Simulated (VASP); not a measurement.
# Be (P6_3/mmc) in VASP: a series of runs

Be is run at these levels: PBE; tasks: single point.

All numbers are computed with VASP 6.6.1; they aren't measurements. Logs are shortened: lines on timing, memory, paths and dates and some standing lists are left out, and cuts for length are marked.

### Step 1. The cell of the first run

Symmetry: P6_3/mmc, No. 194, hexagonal system. Conventional cell: a = 2.020 Å, b = 2.020 Å, c = 3.227 Å, α = 90.00°, β = 90.00°, γ = 120.00°. Be (site symmetry -6m2) has 12 Be at 1.99 to 2.02 Å within 2.6 Å.

### Step 2. Single point, PBE

Input file INCAR:

```
SYSTEM = Be
ALGO = Normal
EDIFF = 1E-6
ENCUT = 520
GGA = PE
ISIF = 2
ISMEAR = -1
LASPH = .TRUE.
LCHARG = .FALSE.
LREAL = .FALSE.
LWAVE = .FALSE.
NBANDS = 9
NELM = 100
PREC = Accurate
SIGMA = 0.05
```

Input file KPOINTS:

```
k-points
0
G
  22 22 12
  0 0 0
```

Input file POSCAR:

```
Be
1.0
    2.0198299274      0.0000000000      0.0000000000
   -1.0099149637      1.7492240285      0.0000000000
    0.0000000000      0.0000000000      3.2265152711
Be
2
Direct
    0.3333333333      0.6666666667      0.2500000000
    0.6666666667      0.3333333333      0.7500000000
```

Potentials or basis: VASP PAW PBE potentials, release 64 (Be).

Command:

```sh
cat potpaw_PBE.64/Be/POTCAR > POTCAR
mpirun -np 1 vasp_std > vasp.out
```

OUTCAR:

```text
SYSTEM = Be
   EDIFF = 1E-6
   ENCUT = 520
   GGA = PE
   ISIF = 2
   ISMEAR = -1
   LASPH = .TRUE.
   LREAL = .FALSE.
   NELM = 100
   PREC = Accurate

 ion  position               nearest neighbor table
   1  0.333  0.667  0.250-   2 1.99   2 1.99   2 1.99   2 1.99   2 1.99   2 1.99
   2  0.667  0.333  0.750-   1 1.99   1 1.99   1 1.99   1 1.99   1 1.99   1 1.99

  LATTYP: Found a hexagonal cell.
 ALAT       =     2.0198299274
 C/A-ratio  =     1.5974192814

  Lattice vectors:

 A1 = (   2.0198299274,   0.0000000000,   0.0000000000)
 A2 = (  -1.0099149637,   1.7492240285,   0.0000000000)
 A3 = (   0.0000000000,   0.0000000000,   3.2265152711)

Analysis of symmetry for initial positions (statically):
=====================================================================
 Subroutine PRICEL returns:
 Original cell was already a primitive cell.

 Routine SETGRP: Setting up the symmetry group for a
 hexagonal supercell.

 Subroutine GETGRP returns: Found 24 space group operations
 (whereof 12 operations were pure point group operations)
 out of a pool of 24 trial point group operations.

The static configuration has the point symmetry D_3d.
 The point group associated with its full space group is D_6h.

Analysis of symmetry for dynamics (positions and initial velocities):
=====================================================================
 Subroutine PRICEL returns:
 Original cell was already a primitive cell.

 Routine SETGRP: Setting up the symmetry group for a
 hexagonal supercell.

 Subroutine GETGRP returns: Found 24 space group operations
 (whereof 12 operations were pure point group operations)
 out of a pool of 24 trial point group operations.

The dynamic configuration has the point symmetry D_3d.
 The point group associated with its full space group is D_6h.

 Subroutine INISYM returns: Found 24 space group operations
 (whereof 12 operations are pure point group operations),
 and found     1 'primitive' translations

----------------------------------------------------------------------------------------

                                     Primitive cell

  volume of cell :      11.3997

  direct lattice vectors                    reciprocal lattice vectors
     2.019829927  0.000000000  0.000000000     0.495091189  0.285841031  0.000000000
    -1.009914964  1.749224029  0.000000000     0.000000000  0.571682062  0.000000000
     0.000000000  0.000000000  3.226515271     0.000000000  0.000000000  0.309931897

  length of vectors
     2.019829927  2.019829927  3.226515271     0.571682062  0.571682062  0.309931897

  position of ions in fractional coordinates (direct lattice)
     0.333333333  0.666666667  0.250000000
     0.666666667  0.333333333  0.750000000

  ion indices of the primitive-cell ions
   primitive index   ion index
                 1           1
                 2           2

----------------------------------------------------------------------------------------

 KPOINTS: k-points

Automatic generation of k-mesh.
 Grid dimensions read from file:
 generate k-points for:   22   22   12

 Generating k-lattice:

  Cartesian coordinates                     Fractional coordinates (reciprocal lattice)
     0.022504145  0.012992774  0.000000000     0.045454545  0.000000000  0.000000000
     0.000000000  0.025985548  0.000000000     0.000000000  0.045454545  0.000000000
     0.000000000  0.000000000  0.025827658     0.000000000  0.000000000  0.083333333

  Length of vectors
     0.025985548  0.025985548  0.025827658

  Shift w.r.t. Gamma in fractional coordinates (k-lattice)
     0.000000000  0.000000000  0.000000000

 Subroutine IBZKPT returns following result:
 ===========================================

 Found    364 irreducible k-points:

 Following reciprocal coordinates:
            Coordinates               Weight
  0.000000  0.000000  0.000000      1.000000
  0.045455  0.000000  0.000000      6.000000
  0.090909  0.000000  0.000000      6.000000
  0.136364  0.000000  0.000000      6.000000
  0.181818  0.000000  0.000000      6.000000
  0.227273  0.000000  0.000000      6.000000
[... 16 lines left out ...]
  0.090909  0.090909  0.000000      6.000000
  0.136364  0.090909  0.000000     12.000000
 [... further k-points ...]
   k-points           NKPTS =    364   k-points in BZ     NKDIM =    364   number of bands    NBANDS=      9
   number of dos      NEDOS =    301   number of ions     NIONS =      2
   total plane-waves  NPLWV =   6144
   dimension x,y,z NGX =    16 NGY =   16 NGZ =   24
   dimension x,y,z NGXF=    32 NGYF=   32 NGZF=   48
   ions per type =               2
   NGX,Y,Z   is equivalent  to a cutoff of  13.17, 13.17, 12.37 a.u.
   NGXF,Y,Z  is equivalent  to a cutoff of  26.34, 26.34, 24.73 a.u.
 SYSTEM =  Be
   PREC   = accura    normal or accurate (medium, high low for compatibility)
   ISTART =      0    job   : 0-new  1-cont  2-samecut
   ICHARG =      2    charge: 1-file 2-atom 10-const
   ISPIN  =      1    spin polarized calculation?
   LNONCOLLINEAR =      F non collinear calculations
   LSORBIT =      F    spin-orbit coupling
   LASPH  =      T    aspherical Exc in radial PAW
   ENCUT  =  520.0 eV  38.22 Ry    6.18 a.u.   3.76  3.76  6.00*2*pi/ulx,y,z
   NELM   =    100;   NELMIN=  2; NELMDL= -5     # of ELM steps
   EDIFF  = 0.1E-05   stopping-criterion for ELM
   LREAL  =      F    real-space projection
[... 7 lines left out ...]
   TEBEG  =    0.0;   TEEND  =   0.0 temperature during run
   PSTRESS=    0.0 pullay stress
   NELECT =       4.0000    total number of electrons
   NUPDOWN=      -1.0000    fix difference up-down
   EMIN   =  10.00;   EMAX   =-10.00  energy-range for DOS
   EFERMI =   0.00;   METHOD = LEGACY
   ISMEAR =    -1;   SIGMA  =   0.05  broadening in eV -4-tet -1-fermi 0-gaus
   EFERMI_NEDOS =   21; number of points for ismear=-14 and -15
   IALGO  =     38    algorithm
   IMIX   =      4    mixing-type and parameters
     AMIX     =   0.40;   BMIX     =  1.00
     AMIX_MAG =   1.60;   BMIX_MAG =  1.00
  volume/ion in A,a.u.               =       5.70        38.46
  Fermi-wavevector in a.u.,A,eV,Ry     =   1.154685  2.182038 18.140612  1.333297
  Thomas-Fermi vector in A             =   2.291319
   LORBIT       =      0    0 simple, 1 ext, 2 COOP (PROOUT), +10 PAW based schemes
   GGA     = PE    functional components
[... 5 lines left out ...]
 non-spin polarized calculation
  energy-cutoff  :      520.00
  volume of cell :       11.40
 maximum number of plane-waves:       318
 NGX is ok and might be reduce to    16
   NGX =  7   NGY =  7   NGZ = 11

 number of electron       4.0000000 magnetization

 Free energy of the ion-electron system (eV)
  ---------------------------------------------------
  ext. energy  EPLUGINS =         0.00000000
  ---------------------------------------------------
  free energy    TOTEN  =        -6.77928500 eV

  energy without entropy =       -6.77854706  energy(sigma->0) =       -6.77891603

 E-fermi :  10.1448     XC(G=0): -11.7347

 val. band max:       10.1151260309   @ k =   0.2727   0.2273   0.0833
 cond. band min:      10.2158515012   @ k =   0.2727   0.2727   0.0833
 fundamental gap:      0.1007254703
 Fermi energy:        10.1448363551

 k-point     1 :       0.0000    0.0000    0.0000
  band No.  band energies     occupation
      1      -3.1410      2.00000
      2       4.1029      2.00000
      3      12.2161      0.00000
      4      31.0224      0.00000
      5      31.0224      0.00000
      6      34.4907      0.00000
      7      34.4907      0.00000
      8      36.7582      0.00000
      9      43.4199      0.00000

 k-point     2 :       0.0455    0.0000    0.0000
  band No.  band energies     occupation
      1      -3.0753      2.00000
      2       4.2015      2.00000
      3      12.2138      0.00000
      4      30.3525      0.00000
      5      30.4586      0.00000
      6      34.5381      0.00000
      7      34.8416      0.00000
      8      36.6389      0.00000
      9      42.3258      0.00000

 k-point     3 :       0.0909    0.0000    0.0000
  band No.  band energies     occupation
      1      -2.8780      2.00000
      2       4.4973      2.00000
      3      12.2045      0.00000
      4      28.6584      0.00000
      5      29.2818      0.00000
      6      34.6392      0.00000
      7      35.3130      0.00000
      8      36.2167      0.00000
      9      40.2637      0.00000

 k-point     4 :       0.1364    0.0000    0.0000
  band No.  band energies     occupation
      1      -2.5485      2.00000
      2       4.9896      2.00000
      3      12.1782      0.00000
      4      26.4814      0.00000
      5      27.9828      0.00000
      6      34.6762      0.00000
      7      35.3007      0.00000
      8      35.3672      0.00000
      9      37.9411      0.00000

 k-point     5 :       0.1818    0.0000    0.0000
  band No.  band energies     occupation
      1      -2.0859      2.00000
      2       5.6777      2.00000
      3      12.1083      0.00000
      4      24.2143      0.00000
      5      26.7338      0.00000
      6      33.6813      0.00000
      7      34.0688      0.00000
      8      34.9970      0.00000
      9      36.2385      0.00000

 k-point     6 :       0.2273    0.0000    0.0000
  band No.  band energies     occupation
      1      -1.4896      2.00000
      2       6.5600      2.00000
      3      11.9367      0.00000
      4      22.1167      0.00000
      5      25.6017      0.00000
      6      31.4162      0.00000
      7      32.1575      0.00000
      8      34.4003      0.00000
      9      35.9529      0.00000
[... 169 lines left out ...]
 k-point    21 :       0.4091    0.0455    0.0000
  band No.  band energies     occupation
      1       2.7366      2.00000
      2       7.9251      2.00000
      3      12.8069      0.00000
      4      18.6600      0.00000
      5      19.9821      0.00000
      6      21.2559      0.00000
      7      25.2154      0.00000
      8      31.9956      0.00000
      9      37.0642      0.00000

 k-point    22 :       0.4545    0.0455    0.0000
  band No.  band energies     occupation
      1       3.6408      2.00000
      2       6.8779      2.00000
      3      14.2857      0.00000
      4      18.1480      0.00000
      5      19.0272      0.00000
      6      20.6363      0.00000
      7      24.7169      0.00000
      8      31.8447      0.00000
      9      36.9795      0.00000

 k-point    23 :       0.0909    0.0909    0.0000
  band No.  band energies     occupation
      1      -2.3500      2.00000
      2       5.2847      2.00000
      3      12.1678      0.00000
      4      25.6350      0.00000
      5      26.8907      0.00000
      6      34.5733      0.00000
      7      34.7925      0.00000
      8      35.0278      0.00000
      9      38.8964      0.00000

 k-point    24 :       0.1364    0.0909    0.0000
  band No.  band energies     occupation
      1      -1.8860      2.00000
      2       5.9723      2.00000
      3      12.1135      0.00000
      4      23.5158      0.00000
      5      25.6312      0.00000
      6      33.3236      0.00000
      7      33.9927      0.00000
      8      34.3158      0.00000
      9      38.1616      0.00000

 [... further k-points ...]
[... 5 lines left out ...]
  --------------------------------------------------------------------------------------
  -------------------------------------------------------------------------------------
  Total        4.9372831      4.9372831      4.9393648      0.0000000      0.0000000      0.0000000
  in kB      693.9123992    693.9123992    694.2049749      0.0000000      0.0000000      0.0000000
  external PRESSURE =     694.0099244 kB  Pullay stress =       0.0000000 kB

 VOLUME and BASIS-vectors are now :
 -----------------------------------------------------------------------------
  energy-cutoff  :      520.00
  volume of cell :       11.40
      direct lattice vectors                 reciprocal lattice vectors
     2.019829927  0.000000000  0.000000000     0.495091189  0.285841031  0.000000000
    -1.009914964  1.749224029  0.000000000     0.000000000  0.571682062  0.000000000
     0.000000000  0.000000000  3.226515271     0.000000000  0.000000000  0.309931897

 POSITION                                       TOTAL-FORCE (eV/Angst)
 -----------------------------------------------------------------------------------
     -0.00000      1.16615      0.80663         0.000000     -0.000000      0.000000
      1.00991      0.58307      2.41989        -0.000000      0.000000      0.000000
 -----------------------------------------------------------------------------------
    total drift:                                0.000000     -0.000000      0.000000

  FREE ENERGIE OF THE ION-ELECTRON SYSTEM (eV)
  ---------------------------------------------------
  free  energy   TOTEN  =        -6.7792849956 eV

  energy  without entropy=       -6.7785470570  energy(sigma->0) =       -6.77891603
```

Run time: 6.9 s. Hardware: 1 thread of Intel Xeon 6975P-C (Granite Rapids), shared host; peak memory 0.14 GiB.

Results:

| Property | Result |
| --- | --- |
| Free energy | -6.7793 eV |
| Pressure | 69.4 GPa |
| Band gap on the k mesh | zero (band 2 reaches 11.31 eV, above the bottom of band 3 at 9.09 eV) |

### Step 3. Single point, PBE

INCAR is that of step 2.

KPOINTS is that of step 2.

Input file POSCAR:

```
Be
1.0
    2.0194008574      0.0000000000      0.0000000000
   -1.0097004287      1.7488524429      0.0000000000
    0.0000000000      0.0000000000      3.2257677373
Be
2
Direct
    0.3333333333      0.6666666667      0.2500000000
    0.6666666667      0.3333333333      0.7500000000
```

Potentials or basis: VASP PAW PBE potentials, release 64 (Be).

Command:

```sh
cat potpaw_PBE.64/Be/POTCAR > POTCAR
mpirun -np 1 vasp_std > vasp.out
```

Wall time 6.8 s (1 thread of Intel Xeon 6975P-C (Granite Rapids), shared host); peak memory 0.13 GiB.

The run converged. Its results:

- Free energy: -6.7760 eV
- Pressure: 69.6 GPa
- Band gap on the k mesh: zero (band 2 reaches 11.32 eV, above the bottom of band 3 at 9.10 eV)

Levels at points of the mesh, in eV from the Fermi level:
```csv
k point,band 1,band 2,band 3,band 4,band 5,band 6,band 7
"(0.00, 0.00, 0.00)",-13.29,-6.04,2.08,20.89,20.89,24.36,24.36
"(0.50, 0.00, 0.00)",-6.41,-3.50,4.37,7.60,9.00,12.18,12.85
"(0.00, 0.00, 0.50)",-10.95,-10.95,13.14,13.14,22.99,22.99,22.99
"(0.50, 0.00, 0.50)",-4.80,-4.80,2.72,2.72,15.43,15.43,19.42
```
